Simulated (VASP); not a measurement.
# Ba (Fm-3m) in VASP: notebook

The runs below take Ba through single point, with revPBE.

All numbers are computed with VASP 6.6.1; they aren't measurements. Logs are shortened: lines on timing, memory, paths and dates and some standing lists are left out, and cuts for length are marked.

### Step 1. The cell of the first run

It takes space group Fm-3m (No. 225, cubic). Conventional cell: a = 6.302 Å, b = 6.302 Å, c = 6.302 Å, α = 90.00°, β = 90.00°, γ = 90.00°. Within 5.8 Å of Ba (site symmetry m-3m) lie 12 Ba at 4.46 Å.

### Step 2. Single point, revPBE (volume scaled by 0.92)

INCAR

```
SYSTEM = Ba
PREC = Accurate ; ENCUT = 520
EDIFF = 1E-7 ; ISMEAR = -1
SIGMA = 0.1 ; LREAL = .False.
LASPH = .True. ; NELM = 100
ALGO = Normal ; ISIF = 2
LWAVE = .False. ; LCHARG = .False.
GGA = RE ; NBANDS = 11
```

KPOINTS

```
Automatic mesh
0
Gamma
  14 14 14
  0 0 0
```

POSCAR

```
Ba
1.0
    0.0000000000      3.1509597623      3.1509597623
    3.1509597623      0.0000000000      3.1509597623
    3.1509597623      3.1509597623      0.0000000000
Ba
1
Direct
    0.0000000000      0.0000000000      0.0000000000
```

Potentials or basis: VASP PAW PBE potentials, release 64 (Ba_sv).

Launch:

```bash
cat potpaw_PBE.64/Ba_sv/POTCAR > POTCAR
mpirun -np 1 vasp_std > vasp.out
```

OUTCAR:

```text
SYSTEM = Ba
   PREC = Accurate
   ENCUT = 520
   EDIFF = 1E-7
   ISMEAR = -1
   LREAL = .False.
   LASPH = .True.
   NELM = 100
   ISIF = 2
   GGA = RE

 ion  position               nearest neighbor table
   1  0.000  0.000  0.000-

  LATTYP: Found a face centered cubic cell.
 ALAT       =     6.3019195246

  Lattice vectors:

 A1 = (   0.0000000000,   3.1509597623,   3.1509597623)
 A2 = (   3.1509597623,   0.0000000000,   3.1509597623)
 A3 = (   3.1509597623,   3.1509597623,   0.0000000000)

Analysis of symmetry for initial positions (statically):
=====================================================================
 Subroutine PRICEL returns:
 Original cell was already a primitive cell.

 Routine SETGRP: Setting up the symmetry group for a
 face centered cubic supercell.

 Subroutine GETGRP returns: Found 48 space group operations
 (whereof 48 operations were pure point group operations)
 out of a pool of 48 trial point group operations.

The static configuration has the point symmetry O_h .

Analysis of symmetry for dynamics (positions and initial velocities):
=====================================================================
 Subroutine PRICEL returns:
 Original cell was already a primitive cell.

 Routine SETGRP: Setting up the symmetry group for a
 face centered cubic supercell.

 Subroutine GETGRP returns: Found 48 space group operations
 (whereof 48 operations were pure point group operations)
 out of a pool of 48 trial point group operations.

The dynamic configuration has the point symmetry O_h .

 Subroutine INISYM returns: Found 48 space group operations
 (whereof 48 operations are pure point group operations),
 and found     1 'primitive' translations

----------------------------------------------------------------------------------------

                                     Primitive cell

  volume of cell :      62.5689

  direct lattice vectors                    reciprocal lattice vectors
     0.000000000  3.150959762  3.150959762    -0.158681811  0.158681811  0.158681811
     3.150959762  0.000000000  3.150959762     0.158681811 -0.158681811  0.158681811
     3.150959762  3.150959762  0.000000000     0.158681811  0.158681811 -0.158681811

  length of vectors
     4.456130030  4.456130030  4.456130030     0.274844958  0.274844958  0.274844958

  position of ions in fractional coordinates (direct lattice)
     0.000000000  0.000000000  0.000000000

  ion indices of the primitive-cell ions
   primitive index   ion index
                 1           1

----------------------------------------------------------------------------------------

 KPOINTS: Automatic mesh

Automatic generation of k-mesh.
 Grid dimensions read from file:
 generate k-points for:   14   14   14

 Generating k-lattice:

  Cartesian coordinates                     Fractional coordinates (reciprocal lattice)
    -0.011334415  0.011334415  0.011334415     0.071428571  0.000000000  0.000000000
     0.011334415 -0.011334415  0.011334415     0.000000000  0.071428571  0.000000000
     0.011334415  0.011334415 -0.011334415     0.000000000  0.000000000  0.071428571

  Length of vectors
     0.019631783  0.019631783  0.019631783

  Shift w.r.t. Gamma in fractional coordinates (k-lattice)
     0.000000000  0.000000000  0.000000000

 Subroutine IBZKPT returns following result:
 ===========================================

 Found    104 irreducible k-points:

 Following reciprocal coordinates:
            Coordinates               Weight
  0.000000  0.000000  0.000000      1.000000
  0.071429  0.000000  0.000000      8.000000
  0.142857  0.000000  0.000000      8.000000
  0.214286  0.000000  0.000000      8.000000
  0.285714  0.000000  0.000000      8.000000
  0.357143  0.000000  0.000000      8.000000
[... 16 lines left out ...]
  0.214286  0.142857  0.000000     24.000000
  0.285714  0.142857  0.000000     24.000000
 [... further k-points ...]
   k-points           NKPTS =    104   k-points in BZ     NKDIM =    104   number of bands    NBANDS=     11
   number of dos      NEDOS =    301   number of ions     NIONS =      1
   total plane-waves  NPLWV =  46656
   dimension x,y,z NGX =    36 NGY =   36 NGZ =   36
   dimension x,y,z NGXF=    72 NGYF=   72 NGZF=   72
   ions per type =               1
   NGX,Y,Z   is equivalent  to a cutoff of  13.43, 13.43, 13.43 a.u.
   NGXF,Y,Z  is equivalent  to a cutoff of  26.86, 26.86, 26.86 a.u.
 SYSTEM =  Ba
   PREC   = accura    normal or accurate (medium, high low for compatibility)
   ISTART =      0    job   : 0-new  1-cont  2-samecut
   ICHARG =      2    charge: 1-file 2-atom 10-const
   ISPIN  =      1    spin polarized calculation?
   LNONCOLLINEAR =      F non collinear calculations
   LSORBIT =      F    spin-orbit coupling
   LASPH  =      T    aspherical Exc in radial PAW
   ENCUT  =  520.0 eV  38.22 Ry    6.18 a.u.   8.29  8.29  8.29*2*pi/ulx,y,z
   NELM   =    100;   NELMIN=  2; NELMDL= -5     # of ELM steps
   EDIFF  = 0.1E-06   stopping-criterion for ELM
   LREAL  =      F    real-space projection
   EDIFFG = 0.1E-05   stopping-criterion for IOM
   NSW    =      0    number of steps for IOM
   IBRION =     -1    ionic relax: 0-MD 1-quasi-New 2-CG
   NFREE  =      0    steps in history (QN), initial steepest desc. (CG)
   ISIF   =      2    stress and relaxation
   ISYM   =      2    0-nonsym 1-usesym 2-fastsym
   POTIM  = 0.5000    time-step for ionic-motion
   TEBEG  =    0.0;   TEEND  =   0.0 temperature during run
   PSTRESS=    0.0 pullay stress
   NELECT =      10.0000    total number of electrons
   NUPDOWN=      -1.0000    fix difference up-down
   EMIN   =  10.00;   EMAX   =-10.00  energy-range for DOS
   EFERMI =   0.00;   METHOD = LEGACY
   ISMEAR =    -1;   SIGMA  =   0.10  broadening in eV -4-tet -1-fermi 0-gaus
   EFERMI_NEDOS =   21; number of points for ismear=-14 and -15
   IALGO  =     38    algorithm
   IMIX   =      4    mixing-type and parameters
     AMIX     =   0.40;   BMIX     =  1.00
     AMIX_MAG =   1.60;   BMIX_MAG =  1.00
  volume/ion in A,a.u.               =      62.57       422.24
  Fermi-wavevector in a.u.,A,eV,Ry     =   0.888427  1.678884 10.739124  0.789303
  Thomas-Fermi vector in A             =   2.009856
   LORBIT       =      0    0 simple, 1 ext, 2 COOP (PROOUT), +10 PAW based schemes
   GGA     = RE    functional components
   LHFCALC =     F    Hartree Fock is set to
   AEXX    =    0.0000 exact exchange contribution
   IVDW    =     0    specifies the selected vdW correction
   LEPSILON=     F    determine dielectric tensor
   LRPA    =     F    only Hartree local field effects (RPA)
 non-spin polarized calculation
  energy-cutoff  :      520.00
  volume of cell :       62.57
 maximum number of plane-waves:      1706
 NGX is ok and might be reduce to    36
   NGX = 17   NGY = 17   NGZ = 17

 number of electron      10.0000000 magnetization

 number of electron       9.9999999 magnetization

 Free energy of the ion-electron system (eV)
  ---------------------------------------------------
  ext. energy  EPLUGINS =         0.00000000
  ---------------------------------------------------
  free energy    TOTEN  =        -1.71384441 eV

  energy without entropy =       -1.65768021  energy(sigma->0) =       -1.68576231

 E-fermi :   1.7940     XC(G=0):  -7.3470

 val. band max:        1.7939155474   @ k =  -0.3571   0.2857   0.0000
 cond. band min:       1.7952163613   @ k =   0.4286   0.3571   0.0000
 fundamental gap:      0.0013008139
 Fermi energy:         1.7939655008

 k-point     1 :       0.0000    0.0000    0.0000
  band No.  band energies     occupation
      1     -27.1227      2.00000
      2     -12.0843      2.00000
      3     -12.0843      2.00000
      4     -12.0843      2.00000
      5      -0.9950      2.00000
      6       3.5867      0.00000
      7       3.5867      0.00000
      8       3.5867      0.00000
      9       5.1610      0.00000
     10       5.1610      0.00000
     11       7.7850      0.00000

 k-point     2 :       0.0714    0.0000    0.0000
  band No.  band energies     occupation
      1     -27.1206      2.00000
      2     -12.1090      2.00000
      3     -12.0873      2.00000
      4     -12.0873      2.00000
      5      -0.9037      2.00000
      6       3.4697      0.00000
      7       3.6314      0.00000
      8       3.6314      0.00000
      9       5.0974      0.00000
     10       5.0974      0.00000
     11       8.0125      0.00000

 k-point     3 :       0.1429    0.0000    0.0000
  band No.  band energies     occupation
      1     -27.1150      2.00000
      2     -12.1772      2.00000
      3     -12.0959      2.00000
      4     -12.0959      2.00000
      5      -0.6431      2.00000
      6       3.1970      0.00000
      7       3.7333      0.00000
      8       3.7333      0.00000
      9       4.9810      0.00000
     10       4.9810      0.00000
     11       8.4590      0.00000

 k-point     4 :       0.2143    0.0000    0.0000
  band No.  band energies     occupation
      1     -27.1068      2.00000
      2     -12.2732      2.00000
      3     -12.1083      2.00000
      4     -12.1083      2.00000
      5      -0.2548      2.00000
      6       2.9064      0.00003
      7       3.7852      0.00000
      8       3.7852      0.00000
      9       4.9955      0.00000
     10       4.9955      0.00000
     11       8.1632      0.00000
[... 239 lines left out ...]
 k-point    22 :       0.1429    0.1429    0.0000
  band No.  band energies     occupation
      1     -27.1124      2.00000
      2     -12.1747      2.00000
      3     -12.1162      2.00000
      4     -12.1162      2.00000
      5      -0.5264      2.00000
      6       3.0178      0.00001
      7       3.8734      0.00000
      8       3.8734      0.00000
      9       4.3853      0.00000
     10       5.3455      0.00000
     11       8.8910      0.00000

 k-point    23 :       0.2143    0.1429    0.0000
  band No.  band energies     occupation
      1     -27.1063      2.00000
      2     -12.2370      2.00000
      3     -12.1319      2.00000
      4     -12.1282      2.00000
      5      -0.2353      2.00000
      6       2.7843      0.00010
      7       3.8484      0.00000
      8       4.0094      0.00000
      9       4.2921      0.00000
     10       5.4340      0.00000
     11       9.2410      0.00000

 k-point    24 :       0.2857    0.1429    0.0000
  band No.  band energies     occupation
      1     -27.0983      2.00000
      2     -12.3216      2.00000
      3     -12.1474      2.00000
      4     -12.1428      2.00000
      5       0.1616      2.00000
      6       2.5783      0.00078
      7       3.5347      0.00000
      8       4.0549      0.00000
      9       4.6432      0.00000
     10       5.6259      0.00000
     11       8.7847      0.00000

 [... further k-points ...]
[... 5 lines left out ...]
  --------------------------------------------------------------------------------------
  -------------------------------------------------------------------------------------
  Total        0.3109252      0.3109252      0.3109252      0.0000000     -0.0000000      0.0000000
  in kB        7.9617397      7.9617397      7.9617397      0.0000000     -0.0000000      0.0000000
  external PRESSURE =       7.9617397 kB  Pullay stress =       0.0000000 kB

 VOLUME and BASIS-vectors are now :
 -----------------------------------------------------------------------------
  energy-cutoff  :      520.00
  volume of cell :       62.57
      direct lattice vectors                 reciprocal lattice vectors
     0.000000000  3.150959762  3.150959762    -0.158681811  0.158681811  0.158681811
     3.150959762  0.000000000  3.150959762     0.158681811 -0.158681811  0.158681811
     3.150959762  3.150959762  0.000000000     0.158681811  0.158681811 -0.158681811

 POSITION                                       TOTAL-FORCE (eV/Angst)
 -----------------------------------------------------------------------------------
      0.00000      0.00000      0.00000        -0.000000      0.000000     -0.000000
 -----------------------------------------------------------------------------------
    total drift:                               -0.000000      0.000000      0.000000

  FREE ENERGIE OF THE ION-ELECTRON SYSTEM (eV)
  ---------------------------------------------------
  free  energy   TOTEN  =        -1.7138444065 eV

  energy  without entropy=       -1.6576802105  energy(sigma->0) =       -1.68576231
```

Run time: 22 s. Hardware: 1 thread of Intel Xeon 6975P-C (Granite Rapids), shared host; peak memory 0.24 GiB.

What came out:

```yaml
Free_energy: -1.7138 eV
Pressure: 0.8 GPa
Band_gap_on_the_k_mesh: zero (band 5 reaches 1.92 eV, above the bottom of band 6 at 1.62 eV)
```

Caveat: the cell differs from its parent crystal (volume scaled by 0.92); the PAW data sets were made with another functional, which shifts forces and pressure a little; spin-orbit coupling is left out, which moves the levels of the heavy elements.

### Step 3. Single point, revPBE (volume scaled by 0.96)

INCAR

```
SYSTEM = Ba
PREC = Accurate
ENCUT = 520
EDIFF = 1E-7
ISMEAR = -1
SIGMA = 0.1
LREAL = .FALSE.
LASPH = .TRUE.
NELM = 60
ALGO = Normal
ISIF = 2
LWAVE = .FALSE.
LCHARG = .FALSE.
GGA = RE
NBANDS = 11
```

KPOINTS

```
Automatic mesh
0
G
  14 14 14
  0 0 0
```

POSCAR

```
Ba
1.0
    0.0000000000      3.1959795556      3.1959795556
    3.1959795556      0.0000000000      3.1959795556
    3.1959795556      3.1959795556      0.0000000000
Ba
1
Direct
    0.0000000000      0.0000000000      0.0000000000
```

Potentials or basis: VASP PAW PBE potentials, release 64 (Ba_sv).

Launch:

```bash
cat potpaw_PBE.64/Ba_sv/POTCAR > POTCAR
mpirun -np 1 vasp_std > vasp.out
```

It took 22 s on 1 thread of Intel Xeon 6975P-C (Granite Rapids), shared host; peak memory 0.24 GiB.

It converged, with:

- Free energy: -1.7241 eV
- Pressure: 0.4 GPa
- Band gap on the k mesh: zero (band 5 reaches 1.74 eV, above the bottom of band 6 at 1.52 eV)

Levels at points of the mesh, in eV from the Fermi level:
```tsv
k point	band 1	band 2	band 3	band 4	band 5	band 6	band 7	band 8	band 9	band 10
(0.00, 0.00, 0.00)	-28.99	-13.98	-13.98	-13.98	-2.77	1.75	1.75	1.75	3.25	3.25
(0.50, 0.00, 0.00)	-28.96	-14.38	-14.03	-14.03	-0.93	0.92	1.60	1.60	4.38	4.38
(0.50, 0.50, 0.00)	-28.95	-14.36	-14.12	-14.12	-0.79	-0.14	1.91	4.39	4.72	4.72
```

Caveat: the cell differs from its parent crystal (volume scaled by 0.96); the PAW data sets were made with another functional, which shifts forces and pressure a little; spin-orbit coupling is left out, which moves the levels of the heavy elements.

### Step 4. Single point, revPBE

This run uses another cell than the first one, of 68.01 Å³/atom, 1.087 times its volume.

INCAR

```
PREC = Accurate ; ENCUT = 520
EDIFF = 1E-6 ; ISMEAR = -1
SIGMA = 0.1 ; LREAL = False
LASPH = True ; NELM = 100
ALGO = Normal ; ISIF = 2
LWAVE = False ; LCHARG = False
GGA = RE ; NBANDS = 11
```

KPOINTS

```
Automatic mesh
0
Gamma
  14 14 14
```

POSCAR

```
Ba
1.0
    0.0000000000      3.2397655385      3.2397655385
    3.2397655385      0.0000000000      3.2397655385
    3.2397655385      3.2397655385      0.0000000000
Ba
1
Direct
    0.0000000000      0.0000000000      0.0000000000
```

Launch:

```bash
cat potpaw_PBE.64/Ba_sv/POTCAR > POTCAR
mpirun -np 1 vasp_std > vasp.out
```

It took 20 s on 1 thread of Intel Xeon 6975P-C (Granite Rapids), shared host; peak memory 0.24 GiB.

The run converged. Its results:

- Free energy: -1.7281 eV
- Pressure: 0.1 GPa
- Band gap on the k mesh: zero (band 5 reaches 1.57 eV, above the bottom of band 6 at 1.42 eV)

Levels at points of the mesh, in eV from the Fermi level:
| k point | band 3 | band 4 | band 5 | band 6 | band 7 | band 8 |
| --- | --- | --- | --- | --- | --- | --- |
| (0.00, 0.00, 0.00) | -14.07 | -14.07 | -2.75 | 1.71 | 1.71 | 1.71 |
| (0.50, 0.00, 0.00) | -14.12 | -14.12 | -0.92 | 0.82 | 1.57 | 1.57 |
| (0.50, 0.50, 0.00) | -14.20 | -14.20 | -0.74 | -0.11 | 1.77 | 4.22 |

Caveat: the PAW data sets were made with another functional, which shifts forces and pressure a little; spin-orbit coupling is left out, which moves the levels of the heavy elements.

### Step 5. Single point, revPBE (volume scaled by 1.04)

INCAR

```
SYSTEM = Ba
  PREC = Accurate
  ENCUT = 520
  EDIFF = 1E-6
  ISMEAR = -1
  SIGMA = 0.1
  LREAL = .FALSE.
  LASPH = .TRUE.
  NELM = 100
  ALGO = Normal
  ISIF = 2
  LWAVE = .FALSE.
  LCHARG = .FALSE.
  GGA = RE
  NBANDS = 11
```

KPOINTS

```
regular mesh
0
G
  14 14 14
  0 0 0
```

POSCAR

```
Ba
1.0
    0.0000000000      3.2823989215      3.2823989215
    3.2823989215      0.0000000000      3.2823989215
    3.2823989215      3.2823989215      0.0000000000
Ba
1
Direct
    0.0000000000      0.0000000000      0.0000000000
```

Launch:

```bash
cat potpaw_PBE.64/Ba_sv/POTCAR > POTCAR
mpirun -np 1 vasp_std > vasp.out
```

Wall time 21 s (1 thread of Intel Xeon 6975P-C (Granite Rapids), shared host); peak memory 0.24 GiB.

The run converged. Its results:

- Free energy: -1.7268 eV
- Pressure: -0.2 GPa
- Band gap on the k mesh: zero (band 5 reaches 1.43 eV, above the bottom of band 6 at 1.33 eV)

Levels at points of the mesh, in eV from the Fermi level:
| k point | band 3 | band 4 | band 5 | band 6 | band 7 | band 8 |
| --- | --- | --- | --- | --- | --- | --- |
| (0.00, 0.00, 0.00) | -14.16 | -14.16 | -2.72 | 1.66 | 1.66 | 1.66 |
| (0.50, 0.00, 0.00) | -14.20 | -14.20 | -0.91 | 0.73 | 1.54 | 1.54 |
| (0.50, 0.50, 0.00) | -14.27 | -14.27 | -0.70 | -0.08 | 1.64 | 4.06 |

Caveat: the cell differs from its parent crystal (volume scaled by 1.04); the PAW data sets were made with another functional, which shifts forces and pressure a little; spin-orbit coupling is left out, which moves the levels of the heavy elements.

### Step 6. Summary

| cell | gap on the mesh (eV) | pressure (GPa) |
| --- | --- | --- |
| a = 4.456 Å, angles 60.0°, 1 atom | none | 0.8 |
| a = 4.520 Å, angles 60.0°, 1 atom | none | 0.4 |
| a = 4.582 Å, angles 60.0°, 1 atom | none | 0.1 |
| a = 4.642 Å, angles 60.0°, 1 atom | none | -0.2 |

Alike in all rows: task single point; level revPBE; potentials or basis VASP PAW PBE potentials, release 64 (Ba_sv); no spin polarisation; k mesh 14 × 14 × 14; cutoff (eV) 520; smearing fermi-dirac 0.1 eV.

Caveats: the PAW data sets were made with another functional, which shifts forces and pressure a little; spin-orbit coupling is left out, which moves the levels of the heavy elements.

Absolute energies hang on the potentials; compare differences alone.
